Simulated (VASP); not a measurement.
Runs of VASP 6.6.1 on SiW3. The structure is that of space group Fm-3m (No. 225), or close to it. The cells are those of the table. 

```csv
task,cell,k mesh,cutoff (eV),gap on the mesh (eV),pressure (GPa),relaxed volume (Å³/atom)
relaxation of cell and atoms,"relaxed from a = 4.449 Å, angles 60.0°, 4 atoms",6 × 6 × 6,600,none,-0.1,(a)
single point,"a = 4.449 Å, angles 60.0°, 4 atoms",6 × 6 × 6,520,none,-5.3,-
relaxation of cell and atoms,"relaxed from a = 4.416 Å, angles 60.0°, 4 atoms",14 × 14 × 14,600,none,0.0,15.23
single point,"a = 4.414 Å, angles 60.0°, 4 atoms",14 × 14 × 14,520,none,0.4,-
single point,"a = 4.416 Å, angles 60.0°, 4 atoms",6 × 6 × 6,520,none,0.4,-
```

Alike in all rows: level PBE; potentials or basis VASP PAW PBE potentials, release 64 (Si, W_sv); no spin polarisation; smearing gaussian 0.1 eV.

Q: Fill in the values left out.

A: (a) 15.26.

Caveats: spin-orbit coupling is left out, which moves the levels of the heavy elements.

A k mesh can miss the band edges, and the runs leave out spin-orbit coupling on W.

A gap of «none» marks levels without a gap at the run's occupations.
